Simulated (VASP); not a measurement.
# Ga26AsP27 (a cell with a defect) in VASP: single point with PBE

Aim: the single point of Ga26AsP27 (a cell with a defect) with PBE.

Program: VASP 6.6.1. These are calculated values, not measurements. Logs are shortened: lines on timing, memory, paths and dates and some standing lists are left out, and cuts for length are marked.

### Step 1. The cell of the first run

The cell holds a defect, 54 atoms: a = 11.562 Å, b = 11.562 Å, c = 11.562 Å, α = 60.00°, β = 60.00°, γ = 60.00°.

### Step 2. Single point, PBE, collinear spin

INCAR reads:

```
PREC = Accurate
ENCUT = 520
EDIFF = 1E-7
ISMEAR = 0
SIGMA = 0.05
LREAL = Auto
LASPH = True
NELM = 150
ALGO = Normal
ISIF = 2
LWAVE = False
LCHARG = True
ISPIN = 2
MAGMOM = 0.2 0 0 0 0 0 0 0 0 0 0 0 0 0 0 0 0 0 0 0 0 0 0 0 0 0 0 0.2 0 0.2 0 0 0 0.2 0 0 0 0 0 0 0 0 0 0 0 0.2 0 0 0 0 0 0 0 0
LORBIT = 11
GGA = PE
LELF = True
LVHAR = True
NBANDS = 276
NELECT = 477.0
NCORE = 4
```

KPOINTS reads:

```
regular mesh
0
Gamma
  1 1 1
```

POSCAR reads:

```
Ga26AsP27
1.0
    0.0000000000      8.1757500000      8.1757500000
    8.1757500000      0.0000000000      8.1757500000
    8.1757500000      8.1757500000      0.0000000000
As Ga P
1 26 27
Direct
    0.0000635058     -0.0003642005      0.0006952829
    0.0001784693      0.0001310800      0.3351093291
    0.0000221710      0.0000168125      0.6651745184
    0.0002584434      0.3349577088      0.0001578500
    0.0001669614      0.3331991146      0.3333455844
   -0.0000133409      0.3347147574      0.6651431035
    0.0002287116      0.6646208253      0.0001822779
    0.0000507388      0.6646537690      0.3351170629
    0.0001989023      0.6665632525      0.6665329422
    0.3349315736      0.0002011727      0.0003472910
    0.3332888587      0.0000880764      0.3333808331
    0.3347782685     -0.0000363856      0.6653158257
    0.3332933501      0.3331747249      0.0002854196
    0.3332852018      0.3332041198      0.3333937891
    0.3333944501      0.3333795399      0.6666195872
    0.3349893427      0.6646506462      0.0002470798
    0.3334268246      0.6665857976      0.3333349322
    0.3333034616      0.6665551016      0.6666324508
    0.6649532030      0.0000311150      0.0000726282
    0.6647422722      0.0001096587      0.3349750113
    0.6665445966      0.0001977105      0.6665018995
    0.6648653588      0.3348423090      0.0000887671
    0.6666158448      0.3333641655      0.3333930982
    0.6665696297      0.3333523856      0.6666120017
    0.6665979796      0.6664920634      0.0002307762
    0.6666106726      0.6665729496      0.3333398230
    0.6665259503      0.6666659739      0.6665607286
    0.0875490352      0.0877054906      0.0877129983
    0.0840703185      0.0839772132      0.4162655036
    0.0871149866      0.0869831869      0.7388209304
    0.0841296296      0.4158409421      0.0841759481
    0.0840354969      0.4157059548      0.4162110888
    0.0833052116      0.4163655890      0.7501490677
    0.0875658464      0.7371834655      0.0876618130
    0.0833301227      0.7501317736      0.4163475380
    0.0832552597      0.7500485890      0.7501876277
    0.4161013377      0.0839809675      0.0842136167
    0.4157733804      0.0839539721      0.4163025567
    0.4163621838      0.0833025505      0.7503203709
    0.4160028611      0.4157772298      0.0842000369
    0.4166437104      0.4165894729      0.4166329195
    0.4165662479      0.4165682929      0.7502406275
    0.4163950058      0.7501791436      0.0832925041
    0.4166140337      0.7500888621      0.4166347587
    0.4163416596      0.7500177688      0.7502508924
    0.7378677874      0.0873438483      0.0872706745
    0.7501565269      0.0832978096      0.4163418366
    0.7500827209      0.0832808090      0.7500971161
    0.7502191684      0.4162854870      0.0832947938
    0.7501570938      0.4165791666      0.4166226557
    0.7500415159      0.4164582254      0.7501167007
    0.7502283993      0.7500349857      0.0832711542
    0.7500670709      0.7501422486      0.4163972292
    0.7499733686      0.7499734697      0.7499824637
```

Potentials or basis: VASP PAW PBE potentials, release 64 (As, Ga_d, P).

Launch:

```console
$ cat potpaw_PBE.64/As/POTCAR potpaw_PBE.64/Ga_d/POTCAR potpaw_PBE.64/P/POTCAR > POTCAR
$ mpirun -np 4 vasp_gam > vasp.out
```

OUTCAR:

```text
PREC = Accurate
   ENCUT = 520
   EDIFF = 1E-7
   ISMEAR = 0
   LREAL = Auto
   LASPH = True
   NELM = 150
   ISIF = 2
   ISPIN = 2
   LORBIT = 11
   GGA = PE
   NELECT = 477.0

 ion  position               nearest neighbor table
   1  0.000  1.000  0.001-  30 2.47  46 2.48  34 2.48  28 2.48
   2  0.000  0.000  0.335-  28 2.34  29 2.35  35 2.36  47 2.36
   3  0.000  0.000  0.665-  30 2.34  29 2.35  48 2.36  36 2.36
   4  0.000  0.335  0.000-  28 2.34  31 2.35  33 2.36  49 2.36
   5  0.000  0.333  0.333-  31 2.35  29 2.35  32 2.35  50 2.36
   6  1.000  0.335  0.665-  30 2.34  32 2.35  51 2.36  33 2.36
[... 46 lines left out ...]
  53  0.750  0.750  0.416-  20 2.36   8 2.36  26 2.36  27 2.36
  54  0.750  0.750  0.750-  27 2.36  21 2.36   9 2.36  25 2.36

  LATTYP: Found a face centered cubic cell.
 ALAT       =    16.3515000000

  Lattice vectors:

 A1 = (   0.0000000000,   8.1757500000,   8.1757500000)
 A2 = (   8.1757500000,   0.0000000000,   8.1757500000)
 A3 = (   8.1757500000,   8.1757500000,   0.0000000000)

Analysis of symmetry for initial positions (statically):
=====================================================================
 Subroutine PRICEL returns:
 Original cell was already a primitive cell.

 Routine SETGRP: Setting up the symmetry group for a
 face centered cubic supercell.

 Subroutine GETGRP returns: Found  1 space group operations
 (whereof  1 operations were pure point group operations)
 out of a pool of 48 trial point group operations.

The static configuration has the point symmetry C_1 .

Analysis of symmetry for dynamics (positions and initial velocities):
=====================================================================
 Subroutine PRICEL returns:
 Original cell was already a primitive cell.

 Routine SETGRP: Setting up the symmetry group for a
 face centered cubic supercell.

 Subroutine GETGRP returns: Found  1 space group operations
 (whereof  1 operations were pure point group operations)
 out of a pool of 48 trial point group operations.

The dynamic configuration has the point symmetry C_1 .

Analysis of structural, dynamic, and magnetic symmetry:
=====================================================================
 Subroutine PRICEL returns:
 Original cell was already a primitive cell.

 Routine SETGRP: Setting up the symmetry group for a
 face centered cubic supercell.

 Subroutine GETGRP returns: Found  1 space group operations
 (whereof  1 operations were pure point group operations)
 out of a pool of 48 trial point group operations.

The overall configuration has the point symmetry C_1 .

 Subroutine INISYM returns: Found  1 space group operations
 (whereof  1 operations are pure point group operations),
 and found     1 'primitive' translations

----------------------------------------------------------------------------------------

                                     Primitive cell

  volume of cell :    1092.9815

  direct lattice vectors                    reciprocal lattice vectors
     0.000000000  8.175750000  8.175750000    -0.061156469  0.061156469  0.061156469
     8.175750000  0.000000000  8.175750000     0.061156469 -0.061156469  0.061156469
     8.175750000  8.175750000  0.000000000     0.061156469  0.061156469 -0.061156469

  length of vectors
    11.562256533 11.562256533 11.562256533     0.105926111  0.105926111  0.105926111

  position of ions in fractional coordinates (direct lattice)
     0.000063506  0.999635799  0.000695283
     0.000178469  0.000131080  0.335109329
     0.000022171  0.000016813  0.665174518
     0.000258443  0.334957709  0.000157850
     0.000166961  0.333199115  0.333345584
     0.999986659  0.334714757  0.665143104
[... 46 lines left out ...]
     0.750067071  0.750142249  0.416397229
     0.749973369  0.749973470  0.749982464

  ion indices of the primitive-cell ions
   primitive index   ion index
                 1           1
                 2           2
                 3           3
                 4           4
                 5           5
                 6           6
[... 46 lines left out ...]
                53          53
                54          54

----------------------------------------------------------------------------------------

 KPOINTS: regular mesh

Automatic generation of k-mesh.
 Grid dimensions read from file:
 generate k-points for:    1    1    1

 Generating k-lattice:

  Cartesian coordinates                     Fractional coordinates (reciprocal lattice)
    -0.061156469  0.061156469  0.061156469     1.000000000  0.000000000  0.000000000
     0.061156469 -0.061156469  0.061156469     0.000000000  1.000000000  0.000000000
     0.061156469  0.061156469 -0.061156469     0.000000000  0.000000000  1.000000000

  Length of vectors
     0.105926111  0.105926111  0.105926111

  Shift w.r.t. Gamma in fractional coordinates (k-lattice)
     0.000000000  0.000000000  0.000000000

 Subroutine IBZKPT returns following result:
 ===========================================

 Found      1 irreducible k-points:

 Following reciprocal coordinates:
            Coordinates               Weight
  0.000000  0.000000  0.000000      1.000000
   k-points           NKPTS =      1   k-points in BZ     NKDIM =      1   number of bands    NBANDS=    276
   number of dos      NEDOS =    301   number of ions     NIONS =     54
   total plane-waves  NPLWV = 729000
   dimension x,y,z NGX =    90 NGY =   90 NGZ =   90
   dimension x,y,z NGXF=   180 NGYF=  180 NGZF=  180
   ions per type =               1  26  27
   NGX,Y,Z   is equivalent  to a cutoff of  12.94, 12.94, 12.94 a.u.
   NGXF,Y,Z  is equivalent  to a cutoff of  25.88, 25.88, 25.88 a.u.
 SYSTEM =  unknown system
   PREC   = accura    normal or accurate (medium, high low for compatibility)
   ISTART =      0    job   : 0-new  1-cont  2-samecut
   ICHARG =      2    charge: 1-file 2-atom 10-const
   ISPIN  =      2    spin polarized calculation?
   LNONCOLLINEAR =      F non collinear calculations
   LSORBIT =      F    spin-orbit coupling
   LASPH  =      T    aspherical Exc in radial PAW
   ENCUT  =  520.0 eV  38.22 Ry    6.18 a.u.  21.50 21.50 21.50*2*pi/ulx,y,z
   NELM   =    150;   NELMIN=  2; NELMDL= -5     # of ELM steps
   EDIFF  = 0.1E-06   stopping-criterion for ELM
   LREAL  =      T    real-space projection
   EDIFFG = 0.1E-05   stopping-criterion for IOM
   NSW    =      0    number of steps for IOM
   IBRION =     -1    ionic relax: 0-MD 1-quasi-New 2-CG
   NFREE  =      0    steps in history (QN), initial steepest desc. (CG)
   ISIF   =      2    stress and relaxation
   ISYM   =      2    0-nonsym 1-usesym 2-fastsym
   POTIM  = 0.5000    time-step for ionic-motion
   TEBEG  =    0.0;   TEEND  =   0.0 temperature during run
   PSTRESS=    0.0 pullay stress
   NELECT =     477.0000    total number of electrons
   NUPDOWN=      -1.0000    fix difference up-down
   EMIN   =  10.00;   EMAX   =-10.00  energy-range for DOS
   EFERMI =   0.00;   METHOD = LEGACY
   ISMEAR =     0;   SIGMA  =   0.05  broadening in eV -4-tet -1-fermi 0-gaus
   EFERMI_NEDOS =   21; number of points for ismear=-14 and -15
   IALGO  =     38    algorithm
   IMIX   =      4    mixing-type and parameters
     AMIX     =   0.40;   BMIX     =  1.00
     AMIX_MAG =   1.60;   BMIX_MAG =  1.00
  volume/ion in A,a.u.               =      20.24       136.59
  Fermi-wavevector in a.u.,A,eV,Ry     =   1.241776  2.346617 20.980297  1.542008
  Thomas-Fermi vector in A             =   2.376159
   LORBIT       =     11    0 simple, 1 ext, 2 COOP (PROOUT), +10 PAW based schemes
   GGA     = PE    functional components
   LHFCALC =     F    Hartree Fock is set to
   AEXX    =    0.0000 exact exchange contribution
   IVDW    =     0    specifies the selected vdW correction
   LEPSILON=     F    determine dielectric tensor
   LRPA    =     F    only Hartree local field effects (RPA)
 spin polarized calculation
 Gauss-broadening in eV      SIGMA  =   0.05
  energy-cutoff  :      520.00
  volume of cell :     1092.98
 maximum number of plane-waves:     14802
 NGX is ok and might be reduce to    80
   NGX = 43   NGY = 43   NGZ = 43

 number of electron     476.9999809 magnetization       0.5176957

 Free energy of the ion-electron system (eV)
  ---------------------------------------------------
  ext. energy  EPLUGINS =         0.00000000
  ---------------------------------------------------
  free energy    TOTEN  =      -237.72749240 eV

  energy without entropy =     -237.67701267  energy(sigma->0) =     -237.70225253

 E-fermi :   4.7977     XC(G=0):  -9.7562

 val. band max:        4.7893633966   @ k =   0.0000   0.0000   0.0000
 cond. band min:       6.1392996282   @ k =   0.0000   0.0000   0.0000
 fundamental gap:      1.3499362317
 Fermi energy:         4.7976752825

 spin component 1

 k-point     1 :       0.0000    0.0000    0.0000
  band No.  band energies     occupation
      1      -9.9994      1.00000
      2      -9.9718      1.00000
      3      -9.9717      1.00000
      4      -9.9716      1.00000
      5      -9.9604      1.00000
      6      -9.9604      1.00000
[... 242 lines left out ...]
    249       6.6190      0.00000
    250       6.6412      0.00000
 Fermi energy:         4.7976752825

 spin component 2

 k-point     1 :       0.0000    0.0000    0.0000
  band No.  band energies     occupation
      1      -9.9969      1.00000
      2      -9.9701      1.00000
      3      -9.9699      1.00000
      4      -9.9699      1.00000
      5      -9.9595      1.00000
      6      -9.9595      1.00000
[... 242 lines left out ...]
    249       6.6218      0.00000
    250       6.6469      0.00000
 [bands above 250 left out]

------------------------ aborting loop because EDIFF is reached ----------------------------------------

  FORCE on cell =-STRESS in cart. coord.  units (eV):
  Direction    XX          YY          ZZ          XY          YZ          ZX
  --------------------------------------------------------------------------------------
  -------------------------------------------------------------------------------------
  Total       21.4231714     21.4174741     21.4230141     -0.0245647      0.0413963      0.0818432
  in kB       31.4037521     31.3954005     31.4035215     -0.0360088      0.0606820      0.1199721
  external PRESSURE =      31.4008913 kB  Pullay stress =       0.0000000 kB

 VOLUME and BASIS-vectors are now :
 -----------------------------------------------------------------------------
  energy-cutoff  :      520.00
  volume of cell :     1092.98
      direct lattice vectors                 reciprocal lattice vectors
     0.000000000  8.175750000  8.175750000    -0.061156469  0.061156469  0.061156469
     8.175750000  0.000000000  8.175750000     0.061156469 -0.061156469  0.061156469
     8.175750000  8.175750000  0.000000000     0.061156469  0.061156469 -0.061156469

 POSITION                                       TOTAL-FORCE (eV/Angst)
 -----------------------------------------------------------------------------------
      8.17846      0.00620      8.17329        -0.000286     -0.000406      0.001424
      2.74084      2.74123      0.00253         0.066329      0.063393     -0.143013
      5.43844      5.43848      0.00032        -0.061716     -0.059125     -0.135997
      2.73982      0.00340      2.74064         0.066766     -0.154139      0.062612
      5.44950      2.72672      2.72552         0.029431     -0.020858     -0.026600
      8.17459     13.61368     10.91219         0.134665     -0.058615      0.061834
[... 46 lines left out ...]
      9.53734      9.53672     12.26534        -0.015995     -0.012609      0.022096
     12.26326     12.26326     12.26319         0.001253      0.000849      0.000902
 -----------------------------------------------------------------------------------
    total drift:                                0.003198      0.003211      0.010196

  FREE ENERGIE OF THE ION-ELECTRON SYSTEM (eV)
  ---------------------------------------------------
  free  energy   TOTEN  =      -237.7274923988 eV

  energy  without entropy=     -237.6770126685  energy(sigma->0) =     -237.70225253

 total charge

# of ion       s       p       d       tot
------------------------------------------
    1        1.355   1.304   0.049   2.707
    2        0.827   0.877  10.018  11.723
    3        0.827   0.877  10.018  11.722
    4        0.827   0.878  10.019  11.724
    5        0.825   0.873  10.017  11.715
    6        0.827   0.877  10.018  11.722
[... 46 lines left out ...]
   53        0.989   1.574   0.000   2.563
   54        0.990   1.574   0.000   2.563
--------------------------------------------------
tot         49.684  66.297 260.489 376.470

 magnetization (x)

# of ion       s       p       d       tot
------------------------------------------
    1        0.048  -0.008   0.000   0.040
    2        0.001   0.000   0.001   0.002
    3        0.001   0.000   0.001   0.002
    4        0.001   0.001   0.001   0.002
    5       -0.000   0.000   0.000   0.000
    6        0.001   0.000   0.001   0.002
[... 46 lines left out ...]
   53        0.000   0.002   0.000   0.002
   54        0.000   0.002   0.000   0.002
--------------------------------------------------
tot          0.093   0.162   0.018   0.274
```

Wall time 7.5 min (4 MPI ranks of AMD EPYC 7R13 (Zen 3), shared host); peak memory 0.6 GiB.

Results:

```
Free energy                                           : -237.7275 eV
Largest force                                         : 0.290 eV/Å
Net moment                                            : 0.52 μB per cell
Site moments                                          : As +0.04; Ga +0.00; P +0.04, +0.01, +0.03, +0.00 (each value once) μB
Valence electrons inside the program's atomic spheres : As 2.71; Ga 11.72, 11.71 (each value once); P 2.54, 2.57, 2.56 (each value once)
```

Forces in eV/Å, atoms in the order of the input:
```
As   0.000  0.000  0.001
Ga   0.066  0.063 -0.143
Ga  -0.062 -0.059 -0.136
Ga   0.067 -0.154  0.063
Ga   0.029 -0.021 -0.027
Ga   0.135 -0.059  0.062
Ga  -0.062 -0.148 -0.063
Ga   0.136  0.066 -0.065
Ga   0.022 -0.020 -0.022
Ga  -0.149  0.062  0.065
Ga  -0.019  0.030 -0.025
Ga  -0.067  0.131  0.064
Ga  -0.027 -0.025  0.031
Ga   0.025  0.026  0.020
Ga   0.001 -0.002  0.008
Ga  -0.066  0.062  0.141
Ga   0.002  0.010 -0.002
Ga  -0.009  0.002  0.003
Ga  -0.145 -0.064 -0.065
Ga   0.060  0.130 -0.061
Ga  -0.018  0.026 -0.021
Ga   0.064 -0.062  0.143
Ga   0.007 -0.002  0.002
Ga   0.001 -0.010  0.001
Ga  -0.021 -0.021  0.023
Ga   0.001  0.000 -0.010
Ga   0.019  0.022  0.017
P   -0.174 -0.159 -0.169
P    0.001  0.000  0.016
P    0.155  0.146 -0.155
P    0.000  0.020  0.000
P   -0.015  0.000 -0.001
P   -0.011  0.018 -0.020
P    0.165 -0.165  0.165
P   -0.013 -0.019  0.014
P    0.022  0.017  0.014
P    0.017 -0.001  0.001
P   -0.001 -0.014  0.000
P    0.015 -0.013 -0.021
P   -0.002 -0.001 -0.017
P   -0.002 -0.003 -0.003
P    0.002  0.004 -0.003
P    0.015 -0.019 -0.015
P    0.003 -0.003  0.003
P    0.021 -0.013 -0.015
P   -0.150  0.169  0.155
P   -0.020 -0.011  0.015
P    0.017  0.022  0.014
P   -0.018  0.015 -0.012
P   -0.003  0.003  0.003
P   -0.015  0.023 -0.016
P    0.016  0.014  0.020
P   -0.016 -0.013  0.022
P    0.001  0.001  0.001
```

Levels at points of the mesh, in eV from the Fermi level:
Spin up:
| k point | band 236 | band 237 | band 238 | band 239 | band 240 | band 241 | band 242 | band 243 |
| --- | --- | --- | --- | --- | --- | --- | --- | --- |
| (0.00, 0.00, 0.00) | -0.11 | -0.05 | -0.05 | -0.05 | 1.34 | 1.34 | 1.34 | 1.70 |
Spin down:
```csv
k point,band 236,band 237,band 238,band 239,band 240,band 241,band 242,band 243
"(0.00, 0.00, 0.00)",-0.04,-0.04,-0.04,-0.01,1.38,1.39,1.39,1.70
```

Caveat: the k points lie up to 0.67 Å⁻¹ apart; the cell carries a net charge on a neutralising background, which shifts energy and pressure; the cell is charged against a uniform background, so pressure and absolute levels hang on convention.
